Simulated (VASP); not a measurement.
# LiF (Fm-3m) in VASP: a series of runs

Runs on LiF. Level: PBE. Tasks: G0W0 quasiparticle levels.

Program: VASP 6.6.1. These are calculated values, not measurements. Logs are shortened: lines on timing, memory, paths and dates and some standing lists are left out, and cuts for length are marked.

### Step 1. The cell of the first run

The structure is cubic, space group Fm-3m (No. 225). The conventional cell has a = 3.990 Å, b = 3.990 Å, c = 3.990 Å, α = 90.00°, β = 90.00°, γ = 90.00°. Li (site symmetry m-3m) has 6 F at 1.99 Å within 2.6 Å. Within 2.6 Å of F (site symmetry m-3m) lie 6 Li at 1.99 Å.

### Step 2. G0W0 quasiparticle levels, PBE

POSCAR reads:

```
LiF
1.0
    0.0000000000      1.9948717375      1.9948717375
    1.9948717375      0.0000000000      1.9948717375
    1.9948717375      1.9948717375      0.0000000000
Li F
1 1
Direct
    0.0000000000      0.0000000000      0.0000000000
    0.5000000000      0.5000000000      0.5000000000
```

INCAR.step1 reads:

```
SYSTEM = LiF
PREC = Accurate ; ENCUT = 500
EDIFF = 1E-8 ; ISMEAR = 0
SIGMA = 0.01 ; LREAL = .FALSE.
LASPH = .TRUE. ; NELM = 100
ALGO = Normal ; LWAVE = .TRUE.
LCHARG = .FALSE. ; GGA = PE
```

INCAR.step2 reads:

```
SYSTEM = LiF
PREC = Accurate ; ENCUT = 500
EDIFF = 1E-8 ; ISMEAR = 0
SIGMA = 0.01 ; LREAL = .FALSE.
LASPH = .TRUE. ; NELM = 1
ALGO = Exact ; LWAVE = .TRUE.
LCHARG = .FALSE. ; GGA = PE
NBANDS = 91 ; LOPTICS = .TRUE.
ISTART = 1
```

INCAR.step3 reads:

```
SYSTEM = LiF
PREC = Accurate ; ENCUT = 500
EDIFF = 1E-8 ; ISMEAR = 0
SIGMA = 0.01 ; LREAL = .FALSE.
LASPH = .TRUE. ; ALGO = EVGW0
LWAVE = .FALSE. ; LCHARG = .FALSE.
GGA = PE ; NELMGW = 1
NBANDS = 91 ; ENCUTGW = 180.0
NOMEGA = 48 ; PRECFOCK = Fast
ISTART = 1 ; NBANDSGW = 12
```

KPOINTS reads:

```
regular mesh
0
G
  8 8 8
  0 0 0
```

Potentials or basis: VASP PAW PBE potentials, release 64 (Li_GW, F_GW).

Command:

```console
$ cat potpaw_PBE.64/Li_GW/POTCAR potpaw_PBE.64/F_GW/POTCAR > POTCAR
$ cp INCAR.step1 INCAR
$ mpirun -np 1 vasp_std > vasp.out
$ cp INCAR.step2 INCAR
$ mpirun -np 1 vasp_std > vasp.out
$ cp INCAR.step3 INCAR
$ mpirun -np 1 vasp_std > vasp.out
```

OUTCAR:

```text
SYSTEM = LiF
   PREC = Accurate
   ENCUT = 500
   EDIFF = 1E-8
   ISMEAR = 0
   LREAL = .FALSE.
   LASPH = .TRUE.
   GGA = PE
   NELMGW = 1
   ENCUTGW = 180.0
   PRECFOCK = Fast
   ISTART = 1

 ion  position               nearest neighbor table
   1  0.000  0.000  0.000-   2 1.99   2 1.99   2 1.99   2 1.99   2 1.99   2 1.99
   2  0.500  0.500  0.500-   1 1.99   1 1.99   1 1.99   1 1.99   1 1.99   1 1.99

  LATTYP: Found a face centered cubic cell.
 ALAT       =     3.9897434750

  Lattice vectors:

 A1 = (   0.0000000000,   1.9948717375,   1.9948717375)
 A2 = (   1.9948717375,   0.0000000000,   1.9948717375)
 A3 = (   1.9948717375,   1.9948717375,   0.0000000000)

Analysis of symmetry for initial positions (statically):
=====================================================================
 Subroutine PRICEL returns:
 Original cell was already a primitive cell.

 Routine SETGRP: Setting up the symmetry group for a
 face centered cubic supercell.

 Subroutine GETGRP returns: Found 48 space group operations
 (whereof 48 operations were pure point group operations)
 out of a pool of 48 trial point group operations.

The static configuration has the point symmetry O_h .

Analysis of symmetry for dynamics (positions and initial velocities):
=====================================================================
 Subroutine PRICEL returns:
 Original cell was already a primitive cell.

 Routine SETGRP: Setting up the symmetry group for a
 face centered cubic supercell.

 Subroutine GETGRP returns: Found 48 space group operations
 (whereof 48 operations were pure point group operations)
 out of a pool of 48 trial point group operations.

The dynamic configuration has the point symmetry O_h .

 Subroutine INISYM returns: Found 48 space group operations
 (whereof 48 operations are pure point group operations),
 and found     1 'primitive' translations

----------------------------------------------------------------------------------------

                                     Primitive cell

  volume of cell :      15.8772

  direct lattice vectors                    reciprocal lattice vectors
     0.000000000  1.994871738  1.994871738    -0.250642681  0.250642681  0.250642681
     1.994871738  0.000000000  1.994871738     0.250642681 -0.250642681  0.250642681
     1.994871738  1.994871738  0.000000000     0.250642681  0.250642681 -0.250642681

  length of vectors
     2.821174666  2.821174666  2.821174666     0.434125858  0.434125858  0.434125858

  position of ions in fractional coordinates (direct lattice)
     0.000000000  0.000000000  0.000000000
     0.500000000  0.500000000  0.500000000

  ion indices of the primitive-cell ions
   primitive index   ion index
                 1           1
                 2           2

----------------------------------------------------------------------------------------

 KPOINTS: regular mesh

Automatic generation of k-mesh.
 Grid dimensions read from file:
 generate k-points for:    8    8    8

 Generating k-lattice:

  Cartesian coordinates                     Fractional coordinates (reciprocal lattice)
    -0.031330335  0.031330335  0.031330335     0.125000000  0.000000000  0.000000000
     0.031330335 -0.031330335  0.031330335     0.000000000  0.125000000  0.000000000
     0.031330335  0.031330335 -0.031330335     0.000000000  0.000000000  0.125000000

  Length of vectors
     0.054265732  0.054265732  0.054265732

  Shift w.r.t. Gamma in fractional coordinates (k-lattice)
     0.000000000  0.000000000  0.000000000

 Subroutine IBZKPT returns following result:
 ===========================================

 Found     29 irreducible k-points:

 Following reciprocal coordinates:
            Coordinates               Weight
  0.000000  0.000000  0.000000      1.000000
  0.125000  0.000000  0.000000      8.000000
  0.250000  0.000000  0.000000      8.000000
  0.375000  0.000000  0.000000      8.000000
  0.500000  0.000000  0.000000      4.000000
  0.125000  0.125000  0.000000      6.000000
[... 16 lines left out ...]
  0.500000  0.250000  0.125000     48.000000
 -0.375000  0.250000  0.125000     24.000000
 [... further k-points ...]
   k-points           NKPTS =     29   k-points in BZ     NKDIM =    512   number of bands    NBANDS=     91
   number of dos      NEDOS =    301   number of ions     NIONS =      2
   total plane-waves  NPLWV =  13824
   dimension x,y,z NGX =    24 NGY =   24 NGZ =   24
   dimension x,y,z NGXF=    48 NGYF=   48 NGZF=   48
   ions per type =               1   1
   NGX,Y,Z   is equivalent  to a cutoff of  14.14, 14.14, 14.14 a.u.
   NGXF,Y,Z  is equivalent  to a cutoff of  28.29, 28.29, 28.29 a.u.
 SYSTEM =  LiF
   PREC   = accura    normal or accurate (medium, high low for compatibility)
   ISTART =      1    job   : 0-new  1-cont  2-samecut
   ICHARG =      0    charge: 1-file 2-atom 10-const
   ISPIN  =      1    spin polarized calculation?
   LNONCOLLINEAR =      F non collinear calculations
   LSORBIT =      F    spin-orbit coupling
   LASPH  =      T    aspherical Exc in radial PAW
   ENCUT  =  500.0 eV  36.75 Ry    6.06 a.u.   5.14  5.14  5.14*2*pi/ulx,y,z
   NELM   =     60;   NELMIN=  2; NELMDL=  0     # of ELM steps
   EDIFF  = 0.1E-07   stopping-criterion for ELM
   LREAL  =      F    real-space projection
   EDIFFG = 0.1E-06   stopping-criterion for IOM
   NSW    =      0    number of steps for IOM
   IBRION =     -1    ionic relax: 0-MD 1-quasi-New 2-CG
   NFREE  =      0    steps in history (QN), initial steepest desc. (CG)
   ISIF   =      0    stress and relaxation
   ISYM   =      3    0-nonsym 1-usesym 2-fastsym
   POTIM  = 0.5000    time-step for ionic-motion
   TEBEG  =    0.0;   TEEND  =   0.0 temperature during run
   PSTRESS=    0.0 pullay stress
   NELECT =       8.0000    total number of electrons
   NUPDOWN=      -1.0000    fix difference up-down
   EMIN   =  10.00;   EMAX   =-10.00  energy-range for DOS
   EFERMI =   0.00;   METHOD = LEGACY
   ISMEAR =     0;   SIGMA  =   0.01  broadening in eV -4-tet -1-fermi 0-gaus
   EFERMI_NEDOS =   21; number of points for ismear=-14 and -15
   IALGO  =     38    algorithm
   IMIX   =      4    mixing-type and parameters
     AMIX     =   0.40;   BMIX     =  1.00
     AMIX_MAG =   1.60;   BMIX_MAG =  1.00
  volume/ion in A,a.u.               =       7.94        53.57
  Fermi-wavevector in a.u.,A,eV,Ry     =   1.302706  2.461758 23.089682  1.697044
  Thomas-Fermi vector in A             =   2.433757
   LORBIT       =      0    0 simple, 1 ext, 2 COOP (PROOUT), +10 PAW based schemes
   GGA     = PE    functional components
   LHFCALC =     T    Hartree Fock is set to
   PRECFOCK=fast      Normal, Fast or Accurate (Low or Medium for compatibility)
   ENCUT4O =  -1.0   cutoff for four orbital integrals eV
   NKREDX  =     1    reduce k-point grid by
   NKREDY  =     1    reduce k-point grid by
   NKREDZ  =     1    reduce k-point grid by
   AEXX    =    1.0000 exact exchange contribution
   HFSCREEN=    0.0000 screening length (either q_TF or 0.3 A-1)
   HFSCREENC=   0.0000 screening length for correlation (either q_TF or 0.3 A-1)
   ENCUTFOCK=  -1.0 apply spherical cutoff to Coloumb kernel
   IVDW    =     0    specifies the selected vdW correction
   LEPSILON=     F    determine dielectric tensor
   LRPA    =     F    only Hartree local field effects (RPA)
   LRPAFORCE           =     F    calculate RPA forces
   ENCUTGW             = 180.0    cutoff for response function in eV
   ENCUTGWSOFT         = 144.0    soft cutoff for Coulomb kernel in GW response function in eV
   ENCUTLF             =  -1.0    cutoff for local field effects
   NELMGW              =     1    number of iterations in solving QP/BSE equation
   NELMHF              =     1    number of iterations in the inner HF iteration
   NKREDLFX            =     1    NKREDLFY  =   1   NKREDLFZ  =   1
 non-spin polarized calculation
 Gauss-broadening in eV      SIGMA  =   0.01
  energy-cutoff  :      500.00
  volume of cell :       15.88
 maximum number of plane-waves:       415
 NGX is ok and might be reduce to    24
  NGX = 14; NGY = 14; NGZ = 14
   NGX = 11   NGY = 11   NGZ = 11
 maximum number of plane-waves:        92
 NGX is ok and might be reduce to    14

 QP shifts <psi_nk| G(iteration)W_0 |psi_nk>: iteration 1
 for sc-GW calculations column KS-energies equals QP-energies in previous step
 and V_xc(KS)=  KS-energies - (<T + V_ion + V_H > + <T+V_H+V_ion>^1  + <V_x>^1)

 k-point   1 :       0.0000    0.0000    0.0000
  band No.  KS-energies  QP-energies   sigma(KS)   V_xc(KS)     V^pw_x(r,r')   Z            occupation Imag(sigma)

      1     -23.2013     -27.4891     -27.8194     -22.2939     -36.5066       0.7760       2.0000       1.0694
      2      -3.0932      -5.7923     -26.2382     -22.9322     -30.7296       0.8164       2.0000       0.1023
      3      -3.0932      -5.7923     -26.2382     -22.9322     -30.7296       0.8164       2.0000       0.1023
      4      -3.0932      -5.7923     -26.2382     -22.9322     -30.7296       0.8164       2.0000       0.1023
      5       6.2174       7.9213      -8.5845     -10.5129      -5.5317       0.8836       0.0000      -0.0562
      6      21.2304      23.7718      -5.5391      -8.5003      -1.5853       0.8582       0.0000      -0.1328
      7      21.2304      23.7718      -5.5391      -8.5003      -1.5853       0.8582       0.0000      -0.1328
      8      21.2304      23.7718      -5.5391      -8.5003      -1.5853       0.8582       0.0000      -0.1328
      9      21.5198      23.2351      -6.5091      -8.4852      -2.6632       0.8680       0.0000      -0.1516
     10      21.5198      23.2351      -6.5091      -8.4852      -2.6632       0.8680       0.0000      -0.1516
     11      21.5198      23.2351      -6.5091      -8.4852      -2.6632       0.8680       0.0000      -0.1516
     12      24.7227      25.6704      -5.5947      -6.7085      -1.0960       0.8509       0.0000      -0.5289

 k-point   2 :       0.1250    0.0000    0.0000
  band No.  KS-energies  QP-energies   sigma(KS)   V_xc(KS)     V^pw_x(r,r')   Z            occupation Imag(sigma)
[... 353 lines left out ...]
      1     -22.5706     -26.6604     -28.5777     -23.1077     -37.2273       0.7477       2.0000       0.9502
      2      -5.5277      -8.6906     -23.2542     -19.3316     -27.5942       0.8063       2.0000       0.1137
      3      -4.3866      -7.3251     -24.4493     -20.8297     -28.8052       0.8118       2.0000       0.1073
      4      -3.6070      -6.4195     -25.6898     -22.2323     -30.1617       0.8135       2.0000       0.1051
      5       9.6124      11.6115      -8.4240     -10.7096      -5.2835       0.8746       0.0000      -0.0542
      6      12.9014      15.2677      -9.8625     -12.6090      -6.5411       0.8616       0.0000      -0.0640
      7      16.1194      18.4725      -6.4596      -9.1501      -2.8956       0.8746       0.0000      -0.0718
      8      16.3809      18.6275      -7.2087      -9.8012      -3.6090       0.8666       0.0000      -0.0718
      9      24.9697      26.8067      -6.7887      -8.9165      -2.4990       0.8633       0.0000      -0.3859
     10      26.0920      27.9124      -6.3098      -8.4533      -1.9597       0.8492       0.0000      -0.3824
     11      31.7663      34.0241      -6.8935      -9.3669      -2.3092       0.9128       0.0000      -0.9234
     12      33.9427      36.9083      -8.0078     -11.2909      -3.4584       0.9033       0.0000      -0.9330

 [... further k-points ...]
```

Wall time 18 min (1 thread of Intel Xeon 6975P-C, shared host); peak memory 0.74 GiB.

What came out:

| Quantity | Value |
| --- | --- |
| Band gap on the k mesh, mean-field level | 9.31 eV, direct |
| Quasiparticle gap | 13.71 eV |
| Least direct quasiparticle gap | 13.71 eV |

Caveat: bands, screening cutoff and mesh are small and nothing is extrapolated, so the quasiparticle values aren't converged. A k mesh can miss the band edges.

[end of part 1 of 2]
